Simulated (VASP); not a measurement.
# Rh (R-3m) in VASP: notebook, part 3 of 3

VASP 6.6.1. The steps go on from the part before.

## (5) Electric field gradients, PBE (equal xy, yz and zx shear strains of +3 %)

INCAR reads:

```
PREC = Accurate ; ENCUT = 520
EDIFF = 1E-8 ; ISMEAR = -1
SIGMA = 0.08 ; LREAL = F
LASPH = T ; NELM = 80
ALGO = Normal ; ISIF = 2
LWAVE = F ; LCHARG = F
GGA = PE ; LEFG = T
NBANDS = 14
```

KPOINTS reads:

```
Automatic mesh
0
Gamma
  16 16 16
```

POSCAR reads:

```
Rh
1.0
    0.0570465000      1.9300732500      1.9300732500
    1.9300732500      0.0570465000      1.9300732500
    1.9300732500      1.9300732500      0.0570465000
Rh
1
Direct
    0.0000000000      0.0000000000      0.0000000000
```

Potentials or basis: VASP PAW PBE potentials, release 64 (Rh_pv).

Started as:

```bash
$ cat potpaw_PBE.64/Rh_pv/POTCAR > POTCAR
$ mpirun -np 1 vasp_std > vasp.out
```

OUTCAR:

```text
PREC = Accurate
   ENCUT = 520
   EDIFF = 1E-8
   ISMEAR = -1
   LREAL = F
   LASPH = T
   NELM = 80
   ISIF = 2
   GGA = PE

 ion  position               nearest neighbor table
   1  0.000  0.000  0.000-

  LATTYP: Found a trigonal (rhomboedric) cell.
 ALAT       =     2.7301318290
 COS(alpha) =     0.5293254421

  Lattice vectors:

 A1 = (   0.0570465000,   1.9300732500,   1.9300732500)
 A2 = (   1.9300732500,   0.0570465000,   1.9300732500)
 A3 = (   1.9300732500,   1.9300732500,   0.0570465000)

Analysis of symmetry for initial positions (statically):
=====================================================================
 Subroutine PRICEL returns:
 Original cell was already a primitive cell.

 Routine SETGRP: Setting up the symmetry group for a
 trigonal (rhombohedral) supercell.

 Subroutine GETGRP returns: Found 12 space group operations
 (whereof 12 operations were pure point group operations)
 out of a pool of 12 trial point group operations.

The static configuration has the point symmetry D_3d.

Analysis of symmetry for dynamics (positions and initial velocities):
=====================================================================
 Subroutine PRICEL returns:
 Original cell was already a primitive cell.

 Routine SETGRP: Setting up the symmetry group for a
 trigonal (rhombohedral) supercell.

 Subroutine GETGRP returns: Found 12 space group operations
 (whereof 12 operations were pure point group operations)
[... 162 lines left out ...]
      7       8.9810      2.00000
      8      10.9582      1.99999
      9      10.9582      1.99999
     10      27.8691      0.00000
     11      32.4543      0.00000
     12      32.4818      0.00000
     13      33.8744      0.00000
     14      33.8744      0.00000
[... 377 lines left out ...]
      1     -34.5340      2.00000
      2     -34.4825      2.00000
      3     -34.4695      2.00000
      4       4.3803      2.00000
      5       8.6626      2.00000
      6       8.7504      2.00000
      7       9.2128      2.00000
      8      10.7332      2.00000
      9      10.9488      1.99999
     10      28.5135      0.00000
     11      31.9932      0.00000
     12      32.4575      0.00000
     13      32.9914      0.00000
     14      34.3113      0.00000

 [... further k-points ...]

------------------------ aborting loop because EDIFF is reached ----------------------------------------

  FORCE on cell =-STRESS in cart. coord.  units (eV):
  Direction    XX          YY          ZZ          XY          YZ          ZX
  --------------------------------------------------------------------------------------
  -------------------------------------------------------------------------------------
  Total        0.6022016      0.6022016      0.6022016     -0.5069195     -0.5069195     -0.5069195
  in kB       70.2084760     70.2084760     70.2084760    -59.0998898    -59.0998898    -59.0998898
  external PRESSURE =      70.2084760 kB  Pullay stress =       0.0000000 kB

 VOLUME and BASIS-vectors are now :
 -----------------------------------------------------------------------------
  energy-cutoff  :      520.00
  volume of cell :       13.74
      direct lattice vectors                 reciprocal lattice vectors
     0.057046500  1.930073250  1.930073250    -0.270835189  0.263060016  0.263060016
     1.930073250  0.057046500  1.930073250     0.263060016 -0.270835189  0.263060016
     1.930073250  1.930073250  0.057046500     0.263060016  0.263060016 -0.270835189

 POSITION                                       TOTAL-FORCE (eV/Angst)
 -----------------------------------------------------------------------------------
      0.00000      0.00000      0.00000         0.000000      0.000000      0.000000
 -----------------------------------------------------------------------------------
    total drift:                                0.000000      0.000000      0.000000

  FREE ENERGIE OF THE ION-ELECTRON SYSTEM (eV)
  ---------------------------------------------------
  free  energy   TOTEN  =        -7.2445264801 eV

  energy  without entropy=       -7.2148762405  energy(sigma->0) =       -7.22970136

 Electric field gradients (V/A^2)
---------------------------------------------------------------------
 ion       V_xx      V_yy      V_zz      V_xy      V_xz      V_yz
---------------------------------------------------------------------
   1       0.000     0.000    -0.000     1.934     1.934     1.934
---------------------------------------------------------------------

 Electric field gradients after diagonalization (V/A^2)
 (convention: |V_zz| > |V_xx| > |V_yy|)
----------------------------------------------------------------------
 ion       V_xx      V_yy      V_zz     asymmetry (V_yy - V_xx)/ V_zz
----------------------------------------------------------------------
   1      -1.934    -1.934     3.869       0.000
----------------------------------------------------------------------

           NMR quadrupolar parameters

 Cq : quadrupolar parameter    Cq=e*Q*V_zz/h
 eta: asymmetry parameters     (V_yy - V_xx)/ V_zz
 Q  : nuclear electric quadrupole moment in mb (millibarn)
----------------------------------------------------------------------
 ion       Cq(MHz)       eta       Q (mb)
----------------------------------------------------------------------
   1       0.009       0.000       1.000
----------------------------------------------------------------------
```

stdout:

```text
POSCAR found type information on POSCAR Rh
 POSCAR found :  1 types and       1 ions
 scaLAPACK will be used
 LDA part: xc-table for (Slater+PW92), standard interpolation
 POSCAR, INCAR and KPOINTS ok, starting setup
 FFT: planning ... GRIDC
 FFT: planning ... GRID_SOFT
 FFT: planning ... GRID
 WAVECAR not read
 entering main loop
ion   1
```

Wall time 25 s (1 thread of Intel Xeon 6975P-C (Granite Rapids), shared host); peak memory 0.19 GiB.

What came out:

| Item | Value |
| --- | --- |
| Free energy | -7.2445 eV |
| Pressure | 7.0 GPa |
| Band gap on the k mesh | zero (an odd number of electrons rules out a gap without spin polarisation) |
| Largest electric field gradient by atom | Rh +3.9 V/Å² |

Stress tensor (GPa, compression positive):
```
 7.02 -5.91 -5.91
-5.91  7.02 -5.91
-5.91 -5.91  7.02
```

Electric field gradients, principal values (V/Å²):
| atom | least | middle | greatest (by size) |
| --- | --- | --- | --- |
| 1 Rh | -1.934 | -1.934 | 3.869 |

Caveat: the cell differs from its parent crystal (equal xy, yz and zx shear strains of +3 %); the cell stands under pressure; without QUAD_EFG the Cq values of the log hold for a quadrupole moment of 1 mb, not for the nuclei.
